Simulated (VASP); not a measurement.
Input of a VASP 6.6.1 run:

File POSCAR:

```
I
1.0
    2.4139562493      1.3936982903      4.0803525329
   -2.4139562493      1.3936982903      4.0803525329
    0.0000000000     -2.7873965807      4.0803525329
I
2
Direct
    0.2500026871      0.2500026871      0.2500026871
    0.7499973129      0.7499973129      0.7499973129
```

INCAR.step1

```
ALGO = Normal
EDIFF = 1E-4
ENCUT = 520
GGA = PE
ISMEAR = 0
LASPH = T
LCHARG = F
LREAL = F
LWAVE = T
NBANDS = 14
NELM = 100
PREC = Accurate
SIGMA = 0.1
```

Contents of INCAR.step2:

```
ALGO = Normal
EDIFF = 1E-6
ENCUT = 520
ISIF = 2
ISMEAR = 0
ISTART = 1
LASPH = T
LCHARG = F
LMIXTAU = T
LREAL = F
LWAVE = F
METAGGA = R2SCAN
NBANDS = 14
NELM = 100
PREC = Accurate
SIGMA = 0.1
```

File KPOINTS:

```
k-points
0
Gamma
  6 6 6
```

Potentials or basis: VASP PAW PBE potentials, release 64 (I).

The run is started by

```console
$ cat potpaw_PBE.64/I/POTCAR > POTCAR
$ cp INCAR.step1 INCAR
$ mpirun -np 1 vasp_std > vasp.out
$ cp INCAR.step2 INCAR
$ mpirun -np 1 vasp_std > vasp.out
```

Estimate the pressure.

-0.1 GPa.

What does it give for the band gap on the k mesh?

Zero (bands 7 and 8 overlap by 2.76 eV).

Stress tensor (GPa, compression positive):
```
-0.11  0.00  0.00
 0.00 -0.11  0.00
 0.00  0.00  0.01
```

Caveat: the PAW data sets were made with another functional, which shifts forces and pressure a little; spin-orbit coupling is left out, which moves the levels of the heavy elements.
